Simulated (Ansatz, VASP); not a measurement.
**TaBr4 in VASP and in Ansatz**

File INCAR:

```
SYSTEM = TaBr4
ALGO = Normal
EDIFF = 1E-6
ENCUT = 520
GGA = PE
ISIF = 2
ISMEAR = 0
ISPIN = 2
LASPH = .True.
LCHARG = .False.
LMAXMIX = 4
LORBIT = 11
LREAL = .False.
LWAVE = .False.
MAGMOM = 1 0 0 0 0
NBANDS = 32
NELM = 150
PREC = Accurate
SIGMA = 0.1
```

The input KPOINTS:

```
k-points
0
Gamma
  4 4 6
  0 0 0
```

Contents of POSCAR:

```
TaBr4
1.0
    4.8070219000     -5.6420129000      0.0000000000
    4.8070219000      5.6420129000      0.0000000000
    0.0000000000      0.0000000000      3.5488089000
Ta Br
1 4
Direct
    0.5000000000      0.5000000000      0.5000000000
    0.7189000000      0.2811000000      0.5000000000
    0.2962050000      0.2962050000      0.0000000000
    0.7037950000      0.7037950000      0.0000000000
    0.2811000000      0.7189000000      0.5000000000
```

Input for Ansatz:

```yaml
crystal:
  lattice:
    - [4.8070219, -5.6420129, 0.0]
    - [4.8070219, 5.6420129, 0.0]
    - [0.0, 0.0, 3.5488089]
  atoms:
    - { symbol: Ta, position: [0.5, 0.5, 0.5], spin: 1.0 }
    - { symbol: Br, position: [0.7189, 0.2811, 0.5] }
    - { symbol: Br, position: [0.296205, 0.296205, 0.0] }
    - { symbol: Br, position: [0.703795, 0.703795, 0.0] }
    - { symbol: Br, position: [0.2811, 0.7189, 0.5] }
basis:
  ecutwfc: 420
kpoints:
  mp_grid: { grid: [4, 4, 6] }
hamiltonian:
  xc: pbe
scf:
  occupations: { method: gaussian, width: 0.1 }
  lower_state_search: "off"
output:
  forces: true
  stress: true
  eigenvalues: true
  populations: true
magnetization:
  spin_polarized: true
```

Change from the starting cell: relaxed end of: species swapped into the FeCl4 type (Cmmm, No. 65).

Alike in both runs: task single point; functional PBE; k mesh 4 × 4 × 6; occupations gaussian, width 0.1 eV; collinear spin.

|  | VASP | Ansatz |
| --- | --- | --- |
| version | VASP 6.6.1 | Ansatz 0.2.0 |
| potentials or method | VASP PAW PBE potentials, release 64 (Ta_pv, Br), cutoff 520 eV | scalar-relativistic, plane waves, PAW |
| valence electrons in the cell | 39 | 41 |

```tsv
	VASP	Ansatz	Ansatz less VASP
gap on the k mesh at the Fermi level (eV)	none	none	-
pressure (GPa)	0.0	0.0	-0.03
traceless stress, the component that is largest in VASP (GPa)	0.05	0.05	+0.006
rms of the force components (eV/Å)	0.004	0.003	-0.0010
net moment per atom (μB)	0.00	0.00	0.000
```

Atom by atom the forces differ by 0.005 eV/Å (rms over components). A gap of «none» marks a metal or a gap that the smearing closes. VASP's potentials hold 39 valence electrons a cell and Ansatz's 41, so a difference there can come from the potentials and not from the codes. Ansatz's warnings: filled band counts differ across k points, seeded moment not kept.

Spin-orbit coupling is off throughout.
